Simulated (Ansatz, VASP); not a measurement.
## LiTaBr4 in VASP and in Ansatz

```
CELL_PARAMETERS angstrom
4.84554 -4.35461 0.00000
4.84554 4.35461 0.00000
0.00000 0.00000 4.02673
ATOMIC_POSITIONS crystal
Li 0.50000 0.50000 0.50000
Ta 0.00000 0.00000 0.00000
Br 0.69981 0.30019 0.00000
Br 0.30019 0.69981 0.00000
Br 0.82124 0.82124 0.50000
Br 0.17876 0.17876 0.50000
```

Alike in both runs: functional PBE; k mesh 4 × 4 × 4; occupations gaussian, width 0.1 eV; collinear spin.

Ansatz relaxed the structure, and its values are those at the end. VASP's run is a single point on that final structure, the one shown.

```csv
,VASP,Ansatz
version,VASP 6.6.1,Ansatz 0.2.0
potentials or method,"VASP PAW PBE potentials, release 64 (Li_sv, Ta_pv, Br), cutoff 520 eV","scalar-relativistic, plane waves, PAW"
valence electrons in the cell,42,44
```

|  | VASP | Ansatz | Ansatz less VASP |
| --- | --- | --- | --- |
| gap on the k mesh at the Fermi level (eV) | none | none | - |
| rms of the force components (eV/Å) | 0.007 | 0.008 | +0.0003 |
| net moment per atom (μB) | 0.33 | 0.33 | 0.000 |
| size of the moment on the site where the two differ most (μB) | 1.42 | 1.20 | -0.220 |

Site moments also hang on the region over which each program counts them. A gap of «none» marks a metal or a gap that the smearing closes. With one functional, cell and mesh, what is left measures potentials, basis and numerics. VASP's potentials hold 42 valence electrons a cell and Ansatz's 44, so a difference there can come from the potentials and not from the codes.

The k mesh is coarse, so the values compare programs but aren't converged. Spin-orbit coupling is off throughout. Noted on VASP's run: the cutoff is under 1.25 times that of the potentials, so the pressure is a little rough.
